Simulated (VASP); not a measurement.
Set up this calculation in VASP 6.6.1, as the native input.

| Item | Value |
| --- | --- |
| Task | single point |
| Functional | LDA |
| Potentials or basis | VASP PAW LDA potentials, release 64 (B, N) |
| Cutoff | 520 eV |
| k mesh | 10 × 10 × 10 |
| Occupations | gaussian, width 0.01 eV |
| Spin | no spin polarisation |
| Dipole correction | no |
| Further INCAR settings | ALGO = Normal; EDIFF = 1e-06; NBANDS = 11 |

The structure of BN (Qingsongite) lies in POSCAR:

```
BN
1.0
    0.0000000000      1.7923102062      1.7923102062
    1.7923102062      0.0000000000      1.7923102062
    1.7923102062      1.7923102062      0.0000000000
B N
1 1
Direct
    0.0000000000      0.0000000000      0.0000000000
    0.2500000000      0.2500000000      0.2500000000
```

The input as run:

INCAR

```
PREC = Accurate ; ENCUT = 520
EDIFF = 1E-6 ; ISMEAR = 0
SIGMA = 0.01 ; LREAL = F
LASPH = T ; NELM = 60
ALGO = Normal ; ISIF = 2
LWAVE = F ; LCHARG = F
NBANDS = 11
```

KPOINTS

```
Automatic mesh
0
Gamma
  10 10 10
```

Potentials or basis: VASP PAW LDA potentials, release 64 (B, N).

Launch:

```bash
$ cat potpaw_LDA.64/B/POTCAR potpaw_LDA.64/N/POTCAR > POTCAR
$ mpirun -np 1 vasp_std > vasp.out
```

It gave:

```yaml
Pressure: -0.4 GPa
Band_gap_on_the_k_mesh: 4.37 eV, indirect (least direct gap 8.80 eV)
```

Wall time 4.4 s on 1 thread of Intel(R) Xeon(R) Platinum 8259CL CPU @ 2.50GHz (Skylake/Cascade Lake) (shared host), peak memory 0.12 GiB.
